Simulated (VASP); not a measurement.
# TiSi6 (P6/mmm) in VASP: a series of runs, part 2 of 2

VASP 6.6.1.

### 3 Single point, PBE

This run uses another cell than the first one, of 12.19 Å³/atom.

File INCAR:

```
SYSTEM = TiSi6
ALGO = Normal
EDIFF = 1E-6
ENCUT = 520
GGA = PE
ISIF = 2
ISMEAR = 0
LASPH = .TRUE.
LCHARG = .FALSE.
LREAL = .FALSE.
LWAVE = .FALSE.
NBANDS = 27
NELM = 60
PREC = Accurate
SIGMA = 0.1
```

File KPOINTS:

```
k-points
0
G
  6 6 4
  0 0 0
```

File POSCAR:

```
TiSi6
1.0
    4.8814455700      0.0000000000      0.0000000000
   -2.4407227900      4.2274558700      0.0000000000
    0.0000000000      0.0000000000      4.1363212900
Ti Si
1 6
Direct
    0.0000000000      0.0000000000      0.0000000000
    0.0000000000      0.3336124100      0.5000000000
    0.6663875900      0.6663875900      0.5000000000
    0.3336124100      0.0000000000      0.5000000000
    0.0000000000      0.6663875900      0.5000000000
    0.3336124100      0.3336124100      0.5000000000
    0.6663875900      0.0000000000      0.5000000000
```

Potentials or basis: VASP PAW PBE potentials, release 64 (Ti_sv, Si).

On the command line:

```console
$ cat potpaw_PBE.64/Ti_sv/POTCAR potpaw_PBE.64/Si/POTCAR > POTCAR
$ mpirun -np 1 vasp_std > vasp.out
```

OUTCAR:

```text
SYSTEM = TiSi6
   EDIFF = 1E-6
   ENCUT = 520
   GGA = PE
   ISIF = 2
   ISMEAR = 0
   LASPH = .TRUE.
   LREAL = .FALSE.
   NELM = 60
   PREC = Accurate

 ion  position               nearest neighbor table
   1  0.000  0.000  0.000-   3 2.63   6 2.63   3 2.63   6 2.63   4 2.63   4 2.63   7 2.63   7 2.63
                             5 2.63   5 2.63   2 2.63   2 2.63
   2  0.000  0.334  0.500-   5 1.62   7 1.63   6 1.63   1 2.63   1 2.63   4 2.82   3 2.82   4 2.82
                             3 2.82   3 2.82   4 2.82
   3  0.666  0.666  0.500-   6 1.62   5 1.63   7 1.63   1 2.63   1 2.63   2 2.82   4 2.82   2 2.82
                             4 2.82   4 2.82   2 2.82
[... 842 lines left out ...]
  Total      218.3949017    218.3949017     -1.5102939     -0.0000003      0.0000000     -0.0000000
  in kB     4099.3148809   4099.3148794    -28.3485109     -0.0000048      0.0000000     -0.0000000
  external PRESSURE =    2723.4270831 kB  Pullay stress =       0.0000000 kB

 VOLUME and BASIS-vectors are now :
 -----------------------------------------------------------------------------
  energy-cutoff  :      520.00
  volume of cell :       85.36
      direct lattice vectors                 reciprocal lattice vectors
     4.881445570  0.000000000  0.000000000     0.204857349  0.118274446  0.000000000
    -2.440722790  4.227455870  0.000000000     0.000000000  0.236548892  0.000000000
     0.000000000  0.000000000  4.136321290     0.000000000  0.000000000  0.241760717

 POSITION                                       TOTAL-FORCE (eV/Angst)
 -----------------------------------------------------------------------------------
      0.00000      0.00000      0.00000         0.000000     -0.000000      0.000000
     -0.81426      1.41033      2.06816         0.390596     -0.676533      0.000000
      1.62647      2.81712      2.06816         0.390596      0.676533      0.000000
      1.62851      0.00000      2.06816        -0.781193     -0.000000      0.000000
     -1.62647      2.81712      2.06816        -0.390596      0.676533     -0.000000
      0.81426      1.41033      2.06816        -0.390596     -0.676533     -0.000000
      3.25293      0.00000      2.06816         0.781193      0.000000     -0.000000
 -----------------------------------------------------------------------------------
    total drift:                                0.000000      0.000000      0.000000

  FREE ENERGIE OF THE ION-ELECTRON SYSTEM (eV)
  ---------------------------------------------------
  free  energy   TOTEN  =        19.9526483473 eV

  energy  without entropy=       19.9738861273  energy(sigma->0) =       19.96326724
```

Wall time 22 s (1 thread of Intel Xeon 6975P-C (Granite Rapids), shared host); peak memory 0.21 GiB.

What came out:

| Property | Result |
| --- | --- |
| Free energy | 19.9526 eV |
| Pressure | 272.3 GPa |
| Largest force | 0.781 eV/Å |
| Band gap on the k mesh | zero (bands 18 and 19 overlap by 1.11 eV) |

Forces on the atoms (eV/Å):
```
Ti   0.000  0.000  0.000
Si   0.391 -0.677  0.000
Si   0.391  0.677  0.000
Si  -0.781  0.000  0.000
Si  -0.391  0.677  0.000
Si  -0.391 -0.677  0.000
Si   0.781  0.000  0.000
```

Stress tensor (GPa, compression positive):
```
409.93   0.00   0.00
  0.00 409.93   0.00
  0.00   0.00  -2.83
```

Caveat: the k points lie up to 0.38 Å⁻¹ apart, too coarse for converged energies and pressures of a metal.

### 4 Single point, PBE

This run uses another cell than the first one, of 20.12 Å³/atom.

File INCAR:

```
SYSTEM = TiSi6
  ALGO = Normal
  EDIFF = 1E-6
  ENCUT = 520
  GGA = PE
  ISIF = 2
  ISMEAR = 0
  LASPH = .TRUE.
  LCHARG = .FALSE.
  LREAL = .FALSE.
  LWAVE = .FALSE.
  NBANDS = 27
  NELM = 100
  PREC = Accurate
  SIGMA = 0.1
```

KPOINTS is that of step 3.

File POSCAR:

```
TiSi6
1.0
    6.7672168369      0.0000000040      0.0000000000
   -3.3836084219      5.8605816917      0.0000000000
    0.0000000000      0.0000000000      3.5512457287
Ti Si
1 6
Direct
    0.0000000000      0.0000000000      0.0000000000
    0.0000000000      0.3291071091      0.5000000000
    0.6708928909      0.6708928909      0.5000000000
    0.3291071091      0.0000000000      0.5000000000
    0.0000000000      0.6708928909      0.5000000000
    0.3291071091      0.3291071091      0.5000000000
    0.6708928909      0.0000000000      0.5000000000
```

On the command line:

```console
$ cat potpaw_PBE.64/Ti_sv/POTCAR potpaw_PBE.64/Si/POTCAR > POTCAR
$ mpirun -np 1 vasp_std > vasp.out
```

Wall time 42 s (1 thread of Intel Xeon 6975P-C (Granite Rapids), shared host); peak memory 0.27 GiB.

The run converged. Its results:

| Property | Result |
| --- | --- |
| Free energy | -38.3254 eV |
| Pressure | -0.2 GPa |
| Largest force | 0.009 eV/Å |
| Band gap on the k mesh | zero (bands 18 and 19 overlap by 1.23 eV) |

Forces in eV/Å, atoms in the order of the input:
```
Ti   0.000  0.000  0.000
Si  -0.005  0.008  0.000
Si  -0.005 -0.008  0.000
Si   0.009  0.000  0.000
Si   0.005 -0.008  0.000
Si   0.005  0.008  0.000
Si  -0.009  0.000  0.000
```

Stress tensor (GPa, compression positive):
```
-0.26  0.00  0.00
 0.00 -0.26  0.00
 0.00  0.00 -0.16
```

Levels at points of the mesh, in eV from the Fermi level:
```tsv
k point	band 15	band 16	band 17	band 18	band 19	band 20	band 21	band 22
(0.00, 0.00, 0.00)	-0.58	-0.58	-0.28	0.29	1.31	1.31	1.69	1.69
(0.50, 0.00, 0.00)	-1.04	-0.71	-0.34	-0.13	0.96	1.74	1.79	2.29
(0.00, 0.00, 0.50)	-2.36	-2.36	-1.75	-1.75	0.16	0.16	1.48	1.60
(0.50, 0.00, 0.50)	-3.18	-2.97	-2.05	-1.03	0.59	0.69	0.91	1.53
```

Caveat: the k points lie up to 0.44 Å⁻¹ apart, too coarse for converged energies and pressures of a metal.

### 5 Overview

```csv
cell,k mesh,gap on the mesh (eV),pressure (GPa),largest force (eV/Å)
"a = 7.273, b = 7.273, c = 2.657 Å, angles 90.0, 90.0, 120.0°, 7 atoms, atomic positions A",3 × 3 × 6,none,0.0,-
"a = 4.881, b = 4.881, c = 4.136 Å, angles 90.0, 90.0, 120.0°, 7 atoms, atomic positions B",6 × 6 × 4,none,272.3,0.78
"a = 6.767, b = 6.767, c = 3.551 Å, angles 90.0, 90.0, 120.0°, 7 atoms, atomic positions C",6 × 6 × 4,none,-0.2,0.01
```

Alike in all rows: task single point; level PBE; potentials or basis VASP PAW PBE potentials, release 64 (Ti_sv, Si); no spin polarisation; cutoff (eV) 520; smearing gaussian 0.1 eV.

Caveats: all runs use coarse meshes.

Absolute energies hang on the potentials; compare differences alone.
